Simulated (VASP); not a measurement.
Runs of VASP 6.6.1 on TiNi. The structure is that of space group P4/mmm (No. 123), or close to it. The cells are those of the table. 

```csv
cell,gap on the mesh (eV),pressure (GPa),moment (μB)
"a = 2.736, b = 2.736, c = 3.581 Å, 2 atoms",none,-6.2,0.00
"a = 2.717, b = 2.717, c = 3.557 Å, 2 atoms",none,-3.2,0.00
"a = 2.772, b = 2.772, c = 3.629 Å, 2 atoms",none,(a),0.00
"a = 2.699, b = 2.699, c = 3.533 Å, 2 atoms",none,0.2,0.00
"a = 2.754, b = 2.754, c = 3.605 Å, 2 atoms",none,-9.0,0.00
"a = 2.789, b = 2.789, c = 3.652 Å, 2 atoms",none,(b),0.00
"a = 2.680, b = 2.680, c = 3.508 Å, 2 atoms",none,4.0,0.00
```

Alike in all rows: task single point; level PBEsol; potentials or basis VASP PAW PBE potentials, release 64 (Ni, Ti_sv); spin collinear, ferromagnetic start; k mesh 10 × 10 × 8; cutoff (eV) 520; smearing fermi-dirac 0.05 eV.

Estimate the missing entries.

(a) -11.4; (b) -13.7.

Caveats: the PAW data sets were made with another functional, which shifts forces and pressure a little; the cell stands under tension (at least some runs); the cell stands under pressure (at least some runs).

A gap of «none» marks levels without a gap at the run's occupations.
